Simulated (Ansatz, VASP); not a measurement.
Two plane-wave programs on TeRu

The input POSCAR:

```
TeRu
1.0
    0.0000000000      2.6923328553      2.6923328553
    2.6923328553      0.0000000000      2.6923328553
    2.6923328553      2.6923328553      0.0000000000
Ru Te
1 1
Direct
    0.5000000000      0.5000000000      0.5000000000
    0.0000000000      0.0000000000      0.0000000000
```

The input INCAR.step1:

```
ALGO = Normal ; EDIFF = 1E-4
ENCUT = 520 ; GGA = PE
ISMEAR = 0 ; LASPH = T
LCHARG = F ; LREAL = F
LWAVE = T ; NBANDS = 17
NELM = 60 ; PREC = Accurate
SIGMA = 0.05
```

The input INCAR.step2:

```
ALGO = Normal ; EDIFF = 1E-6
ENCUT = 520 ; ISIF = 2
ISMEAR = 0 ; ISTART = 1
LASPH = T ; LCHARG = F
LMIXTAU = T ; LREAL = F
LWAVE = F ; METAGGA = R2SCAN
NBANDS = 17 ; NELM = 60
PREC = Accurate ; SIGMA = 0.05
```

File KPOINTS:

```
k-points
0
Gamma
  12 12 12
```

Input for Ansatz:

```yaml
crystal:
  lattice:
    - [0.0, 2.6923328553, 2.6923328553]
    - [2.6923328553, 0.0, 2.6923328553]
    - [2.6923328553, 2.6923328553, 0.0]
  atoms:
    - { symbol: Ru, position: [0.5, 0.5, 0.5] }
    - { symbol: Te, position: [0.0, 0.0, 0.0] }
basis:
  ecutwfc: 500
  ecutrho_ratio: 4
kpoints:
  mp_grid: { grid: [12, 12, 12] }
hamiltonian:
  xc: r2scan
scf:
  occupations: { method: gaussian, width: 0.05 }
output:
  forces: true
  stress: true
  eigenvalues: true
```

Alike in both runs: task single point; functional r2SCAN; k mesh 12 × 12 × 12; occupations gaussian, width 0.05 eV; no spin polarisation.

|  | VASP | Ansatz |
| --- | --- | --- |
| version | VASP 6.6.1 | Ansatz 0.2.0 |
| potentials or method | VASP PAW PBE potentials, release 64 (Ru_pv, Te), cutoff 520 eV | scalar-relativistic, plane waves, PAW |
| valence electrons in the cell | 20 | 32 |

|  | VASP | Ansatz | Ansatz less VASP |
| --- | --- | --- | --- |
| gap on the k mesh at the Fermi level (eV) | none | none | - |
| pressure (GPa) | 2.8 | 2.8 | -0.01 |

VASP's potentials were made for PBE, not for r2SCAN. A gap of «none» marks a metal or a gap that the smearing closes. VASP's potentials hold 20 valence electrons a cell and Ansatz's 32, so a difference there can come from the potentials and not from the codes.

Neither program's run includes spin-orbit coupling.
